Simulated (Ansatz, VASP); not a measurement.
One calculation of NiO, two programs

```
CELL_PARAMETERS angstrom
0.00000 2.24071 2.24071
2.24071 0.00000 2.24071
2.24071 2.24071 0.00000
ATOMIC_POSITIONS crystal
Ni 0.00000 0.00000 0.00000
O 0.25000 0.25000 0.25000
```

Alike in both runs: task electric field gradients; functional PBE; k mesh 14 × 14 × 14; occupations fermi-dirac, width 0.03 eV; collinear spin.

```csv
,VASP,Ansatz
version,VASP 6.6.1,Ansatz 0.2.0
potentials or method,"VASP PAW PBE potentials, release 64 (Ni, O), cutoff 520 eV","all-electron PAW with datasets made for the crystal, scalar-relativistic"
```

|  | VASP | Ansatz | Ansatz less VASP |
| --- | --- | --- | --- |
| pressure (GPa) | 0.2 | 0.1 | -0.01 |
| net moment per atom (μB) | 0.96 | 0.98 | +0.020 |
| size of the moment on the site where the two differ most (μB) | 0.36 | 0.37 | +0.014 |

Site moments also hang on the region over which each program counts them. Ansatz ran all-electron here, and VASP with PAW potentials.
